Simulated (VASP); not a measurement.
# BaTiO3 in VASP: a series of runs, part 2 of 3

VASP 6.6.1. Earlier steps stand in the parts before.

## (4) Electric field gradients, PBE

This run uses another cell than the first one, of 12.87 Å³/atom.

The input, INCAR:

```
PREC = Accurate
ENCUT = 520
EDIFF = 1E-8
ISMEAR = -1
SIGMA = 0.05
LREAL = F
LASPH = T
NELM = 60
ALGO = Normal
ISIF = 2
LWAVE = F
LCHARG = F
GGA = PE
LEFG = T
NBANDS = 28
```

The input, KPOINTS:

```
Automatic mesh
0
Gamma
  8 8 8
```

The input, POSCAR:

```
BaTiO3
1.0
    4.0073000000      0.0000000000      0.0000000000
    0.0000000000      4.0073000000      0.0000000000
    0.0000000000      0.0000000000      4.0073000000
Ba Ti O
1 1 3
Direct
    0.5000000000      0.5000000000      0.5000000000
    0.0000000000      0.0000000000      0.0000000000
    0.5000000000      0.0000000000      0.0000000000
    0.0000000000      0.5000000000      0.0000000000
    0.0000000000      0.0000000000      0.5000000000
```

Potentials or basis: VASP PAW PBE potentials, release 64 (Ba_sv, Ti_sv, O).

Launch:

```console
$ cat potpaw_PBE.64/Ba_sv/POTCAR potpaw_PBE.64/Ti_sv/POTCAR potpaw_PBE.64/O/POTCAR > POTCAR
$ mpirun -np 1 vasp_std > vasp.out
```

OUTCAR:

```text
PREC = Accurate
   ENCUT = 520
   EDIFF = 1E-8
   ISMEAR = -1
   LREAL = F
   LASPH = T
   NELM = 60
   ISIF = 2
   GGA = PE

 ion  position               nearest neighbor table
   1  0.500  0.500  0.500-   3 2.83   4 2.83   5 2.83   3 2.83   4 2.83   3 2.83   5 2.83   3 2.83
                             4 2.83   5 2.83   4 2.83   5 2.83   2 3.47   2 3.47   2 3.47   2 3.47
   2  0.000  0.000  0.000-   3 2.00   4 2.00   5 2.00   5 2.00   4 2.00   3 2.00   1 3.47   1 3.47
                             1 3.47   1 3.47   1 3.47   1 3.47   1 3.47   1 3.47
   3  0.500  0.000  0.000-   2 2.00   2 2.00   1 2.83   1 2.83   1 2.83   1 2.83
   4  0.000  0.500  0.000-   2 2.00   2 2.00   1 2.83   1 2.83   1 2.83   1 2.83
   5  0.000  0.000  0.500-   2 2.00   2 2.00   1 2.83   1 2.83   1 2.83   1 2.83

  LATTYP: Found a simple cubic cell.
 ALAT       =     4.0073000000

  Lattice vectors:

 A1 = (   4.0073000000,   0.0000000000,   0.0000000000)
 A2 = (   0.0000000000,   4.0073000000,   0.0000000000)
 A3 = (   0.0000000000,   0.0000000000,   4.0073000000)

Analysis of symmetry for initial positions (statically):
=====================================================================
 Subroutine PRICEL returns:
 Original cell was already a primitive cell.

[... 954 lines left out ...]
 -----------------------------------------------------------------------------------
    total drift:                               -0.000000     -0.000000      0.000000

  FREE ENERGIE OF THE ION-ELECTRON SYSTEM (eV)
  ---------------------------------------------------
  free  energy   TOTEN  =       -39.9721565590 eV

  energy  without entropy=      -39.9721565564  energy(sigma->0) =      -39.97215656

 Electric field gradients (V/A^2)
---------------------------------------------------------------------
 ion       V_xx      V_yy      V_zz      V_xy      V_xz      V_yz
---------------------------------------------------------------------
   1      -0.000    -0.000    -0.000    -0.000     0.000     0.000
   2       0.000    -0.000     0.000     0.000     0.000     0.000
   3      25.176   -12.588   -12.588     0.000    -0.000    -0.000
   4     -12.588    25.176   -12.588     0.000     0.000     0.000
   5     -12.588   -12.588    25.176     0.000     0.000    -0.000
---------------------------------------------------------------------

 Electric field gradients after diagonalization (V/A^2)
 (convention: |V_zz| > |V_xx| > |V_yy|)
----------------------------------------------------------------------
 ion       V_xx      V_yy      V_zz     asymmetry (V_yy - V_xx)/ V_zz
----------------------------------------------------------------------
   1      -0.000    -0.000    -0.000      -0.055
   2       0.000     0.000    -0.000       0.125
   3     -12.588   -12.588    25.176       0.000
   4     -12.588   -12.588    25.176       0.000
   5     -12.588   -12.588    25.176       0.000
----------------------------------------------------------------------

           NMR quadrupolar parameters

 Cq : quadrupolar parameter    Cq=e*Q*V_zz/h
 eta: asymmetry parameters     (V_yy - V_xx)/ V_zz
 Q  : nuclear electric quadrupole moment in mb (millibarn)
----------------------------------------------------------------------
 ion       Cq(MHz)       eta       Q (mb)
----------------------------------------------------------------------
   1      -0.000      -0.055       1.000
   2      -0.000       0.125       1.000
   3       0.061       0.000       1.000
   4       0.061       0.000       1.000
   5       0.061       0.000       1.000
----------------------------------------------------------------------
```

It took 1.9 min on 1 thread of AMD EPYC, shared host; peak memory 0.18 GiB.

What came out:

* Free energy: -39.9722 eV
* Pressure: 3.2 GPa
* Band gap on the k mesh: 1.74 eV (least direct gap 1.89 eV)
* Largest electric field gradient by atom: Ba -0.0; Ti +0.0; O +25.2 V/Å²

Electric field gradients, principal values (V/Å²):
```csv
atom,least,middle,greatest (by size)
1 Ba,0.000,0.000,0.000
2 Ti,0.000,0.000,0.000
3 O,-12.588,-12.588,25.176
4 O,-12.588,-12.588,25.176
5 O,-12.588,-12.588,25.176
```

Caveat: the cell stands under pressure; without QUAD_EFG the Cq values of the log hold for a quadrupole moment of 1 mb, not for the nuclei; spin-orbit coupling is left out, which moves the levels of the heavy elements. A k mesh can miss the band edges.

## (5) Electric field gradients, PBE

This run uses another cell than the first one, of 12.87 Å³/atom.

The input, INCAR:

```
SYSTEM = BaTiO3
PREC = Accurate
ENCUT = 520
EDIFF = 1E-8
ISMEAR = -1
SIGMA = 0.05
LREAL = .False.
LASPH = .True.
NELM = 100
ALGO = Normal
ISIF = 2
LWAVE = .False.
LCHARG = .False.
GGA = PE
LEFG = .True.
NBANDS = 28
```

The input, KPOINTS:

```
regular mesh
0
Gamma
  8 8 8
  0 0 0
```

POSCAR is that of step 4.

Potentials or basis: VASP PAW PBE potentials, release 64 (Ba_sv, Ti_sv, O).

Launch:

```console
$ cat potpaw_PBE.64/Ba_sv/POTCAR potpaw_PBE.64/Ti_sv/POTCAR potpaw_PBE.64/O/POTCAR > POTCAR
$ mpirun -np 1 vasp_std > vasp.out
```

OUTCAR:

```text
SYSTEM = BaTiO3
   PREC = Accurate
   ENCUT = 520
   EDIFF = 1E-8
   ISMEAR = -1
   LREAL = .False.
   LASPH = .True.
   NELM = 100
   ISIF = 2
   GGA = PE

 ion  position               nearest neighbor table
   1  0.500  0.500  0.500-   3 2.83   4 2.83   5 2.83   3 2.83   4 2.83   3 2.83   5 2.83   3 2.83
                             4 2.83   5 2.83   4 2.83   5 2.83   2 3.47   2 3.47   2 3.47   2 3.47
   2  0.000  0.000  0.000-   3 2.00   4 2.00   5 2.00   5 2.00   4 2.00   3 2.00   1 3.47   1 3.47
                             1 3.47   1 3.47   1 3.47   1 3.47   1 3.47   1 3.47
   3  0.500  0.000  0.000-   2 2.00   2 2.00   1 2.83   1 2.83   1 2.83   1 2.83
   4  0.000  0.500  0.000-   2 2.00   2 2.00   1 2.83   1 2.83   1 2.83   1 2.83
   5  0.000  0.000  0.500-   2 2.00   2 2.00   1 2.83   1 2.83   1 2.83   1 2.83

  LATTYP: Found a simple cubic cell.
 ALAT       =     4.0073000000

  Lattice vectors:

 A1 = (   4.0073000000,   0.0000000000,   0.0000000000)
 A2 = (   0.0000000000,   4.0073000000,   0.0000000000)
 A3 = (   0.0000000000,   0.0000000000,   4.0073000000)

Analysis of symmetry for initial positions (statically):
=====================================================================
 Subroutine PRICEL returns:
 Original cell was already a primitive cell.
[... 956 lines left out ...]
    total drift:                               -0.000000     -0.000000      0.000000

  FREE ENERGIE OF THE ION-ELECTRON SYSTEM (eV)
  ---------------------------------------------------
  free  energy   TOTEN  =       -39.9721565590 eV

  energy  without entropy=      -39.9721565564  energy(sigma->0) =      -39.97215656

 Electric field gradients (V/A^2)
---------------------------------------------------------------------
 ion       V_xx      V_yy      V_zz      V_xy      V_xz      V_yz
---------------------------------------------------------------------
   1      -0.000    -0.000    -0.000    -0.000     0.000     0.000
   2       0.000    -0.000     0.000     0.000     0.000     0.000
   3      25.176   -12.588   -12.588     0.000    -0.000    -0.000
   4     -12.588    25.176   -12.588     0.000     0.000     0.000
   5     -12.588   -12.588    25.176     0.000     0.000    -0.000
---------------------------------------------------------------------

 Electric field gradients after diagonalization (V/A^2)
 (convention: |V_zz| > |V_xx| > |V_yy|)
----------------------------------------------------------------------
 ion       V_xx      V_yy      V_zz     asymmetry (V_yy - V_xx)/ V_zz
----------------------------------------------------------------------
   1      -0.000    -0.000    -0.000      -0.055
   2       0.000     0.000    -0.000       0.125
   3     -12.588   -12.588    25.176       0.000
   4     -12.588   -12.588    25.176       0.000
   5     -12.588   -12.588    25.176       0.000
----------------------------------------------------------------------

           NMR quadrupolar parameters

 Cq : quadrupolar parameter    Cq=e*Q*V_zz/h
 eta: asymmetry parameters     (V_yy - V_xx)/ V_zz
 Q  : nuclear electric quadrupole moment in mb (millibarn)
----------------------------------------------------------------------
 ion       Cq(MHz)       eta       Q (mb)
----------------------------------------------------------------------
   1      -0.000      -0.055       1.000
   2      -0.000       0.125       1.000
   3       0.061       0.000       1.000
   4       0.061       0.000       1.000
   5       0.061       0.000       1.000
----------------------------------------------------------------------
```

It took 1.9 min on 1 thread of AMD EPYC, shared host; peak memory 0.18 GiB.

Results:

```
Free energy                             : -39.9722 eV
Pressure                                : 3.2 GPa
Band gap on the k mesh                  : 1.74 eV (least direct gap 1.89 eV)
Largest electric field gradient by atom : Ba -0.0; Ti +0.0; O +25.2 V/Å²
```

Electric field gradients, principal values (V/Å²):
```tsv
atom	least	middle	greatest (by size)
1 Ba	0.000	0.000	0.000
2 Ti	0.000	0.000	0.000
3 O	-12.588	-12.588	25.176
4 O	-12.588	-12.588	25.176
5 O	-12.588	-12.588	25.176
```

Caveat: the cell stands under pressure; without QUAD_EFG the Cq values of the log hold for a quadrupole moment of 1 mb, not for the nuclei; spin-orbit coupling is left out, which moves the levels of the heavy elements. A hybrid or GW would open this gap; PBE tends to underestimate it.

[end of part 2 of 3]
